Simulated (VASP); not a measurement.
Ca, 4 atoms in the cell. It takes space group P6_3/mmc (No. 194, hexagonal). The conventional cell has a = 3.960 Å, b = 3.960 Å, c = 12.979 Å, α = 90.00°, β = 90.00°, γ = 120.00°. Ca (site symmetry -3m) has 12 Ca at 3.96 to 3.97 Å within 5.2 Å. Within 5.2 Å of Ca (site symmetry -6m2) lie 12 Ca at 3.96 to 3.97 Å. 

* Program: VASP 6.6.1
* Task: single point
* Functional: revPBE
* Potentials or basis: VASP PAW PBE potentials, release 64 (Ca_sv)
* Cutoff: 520 eV
* k mesh: 10 × 10 × 3
* Occupations: fermi-dirac, width 0.1 eV
* Spin: no spin polarisation
* Dipole correction: no
* Further INCAR settings: ALGO = Normal; EDIFF = 1e-07; NBANDS = 28

Potentials or basis: VASP PAW PBE potentials, release 64 (Ca_sv).

Launch:

```bash
$ cat potpaw_PBE.64/Ca_sv/POTCAR > POTCAR
$ mpirun -np 1 vasp_std > vasp.out
```

Hardware: 1 thread of Oxide Virtual Turin-like Processor, with other jobs on the host.

Problem. Estimate the wall time of this run.

Solution. Wall time 4.1 min on 1 thread of Oxide Virtual Turin-like Processor (shared host), peak memory 0.29 GiB. Counts: scf iterations 15, k points 28.
